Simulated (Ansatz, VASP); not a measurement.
**MnInCu in VASP and in Ansatz**

```xyz
3
Lattice="3.7520 0.0000 0.0000 0.0000 3.7520 0.0000 0.0000 0.0000 4.8282" Properties=species:S:1:pos:R:3 pbc="T T T"
Mn    0.0000    0.0000    0.0000
In    1.8760    1.8760    0.0000
Cu    0.0000    0.0000    2.4141
```

Alike in both runs: functional PBE; k mesh 12 × 12 × 10; occupations gaussian, width 0.1 eV; collinear spin.

Ansatz relaxed the structure, and its values are those at the end. VASP's run is a single point on that final structure, the one shown.

```csv
,VASP,Ansatz
version,VASP 6.6.1,Ansatz 0.2.0
potentials or method,"VASP PAW PBE potentials, release 64 (Mn_pv, In_d, Cu), cutoff 520 eV","scalar-relativistic, plane waves, PAW"
valence electrons in the cell,37,47
```

Ansatz gave:

```
gap on the k mesh at the Fermi level (eV)                     : none
pressure (GPa)                                                : 0.0
net moment per atom (μB)                                      : 1.16
size of the moment on the site where the two differ most (μB) : 3.20
```

Q: What did VASP give for the same quantities?

A: gap on the k mesh at the Fermi level (eV): none; pressure (GPa): 0.0; net moment per atom (μB): 1.15; size of the moment on the site where the two differ most (μB): 3.33.

Site moments also hang on the region over which each program counts them. A gap of «none» marks a metal or a gap that the smearing closes. VASP's potentials hold 37 valence electrons a cell and Ansatz's 47, so a difference there can come from the potentials and not from the codes.
